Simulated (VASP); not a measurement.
Wanted: the native input for a VASP 6.6.1 run.

| Quantity | Value |
| --- | --- |
| Task | relaxation of cell and atoms |
| Functional | PBE |
| Potentials or basis | VASP PAW PBE potentials, release 64 (W_sv) |
| Cutoff | 600 eV |
| k mesh | 12 × 12 × 12 |
| Occupations | methfessel-paxton, width 0.05 eV |
| Spin | no spin polarisation |
| Target pressure | 20 GPa |
| Dipole correction | no |
| Further INCAR settings | ALGO = Normal; EDIFF = 1e-06; IBRION = 2; EDIFFG = -0.03; NSW = 80; ISIF = 3 |

The structure of W lies in POSCAR:

```
W
1.0
    0.0000000000      2.0300000000      2.0300000000
    2.0300000000      0.0000000000      2.0300000000
    2.0300000000      2.0300000000      0.0000000000
W
1
Direct
    0.0000000000      0.0000000000      0.0000000000
```

These files were run (other wordings do the same):

INCAR

```
SYSTEM = W
PREC = Accurate
ENCUT = 600
EDIFF = 1E-6
ISMEAR = 1
SIGMA = 0.05
LREAL = .False.
LASPH = .True.
NELM = 80
ALGO = Normal
ISIF = 3
LWAVE = .False.
LCHARG = .False.
GGA = PE
IBRION = 2
NSW = 80
EDIFFG = -0.03
PSTRESS = 200.0
```

KPOINTS

```
regular mesh
0
Gamma
  12 12 12
  0 0 0
```

Potentials or basis: VASP PAW PBE potentials, release 64 (W_sv).

Command:

```console
$ cat potpaw_PBE.64/W_sv/POTCAR > POTCAR
$ mpirun -np 1 vasp_std > vasp.out
```

It gave:

```json
{"Relaxed volume": "15.46 Å³/atom", "Relaxed cell": "a = 2.796 Å, b = 2.796 Å, c = 2.796 Å, α = 60.00°, β = 60.00°, γ = 60.00°", "Space group after relaxing (to 0.05 Å)": "Fm-3m (No. 225)", "Energy change on relaxing (the enthalpy is what falls)": "+53.3 meV/atom", "Ionic steps": "5", "Pressure after relaxing": "20.0 GPa", "Band gap on the k mesh": "zero (band 7 reaches 14.74 eV, above the bottom of band 8 at 10.70 eV)"}
```

Caveat: the cell is relaxed towards a set pressure, so the enthalpy falls and the energy may rise; spin-orbit coupling is left out, which moves the levels of the heavy elements.

Wall time 28 s on 1 thread of Intel(R) Xeon(R) Platinum 8488C (Sapphire Rapids), on a shared host, peak memory 0.16 GiB.
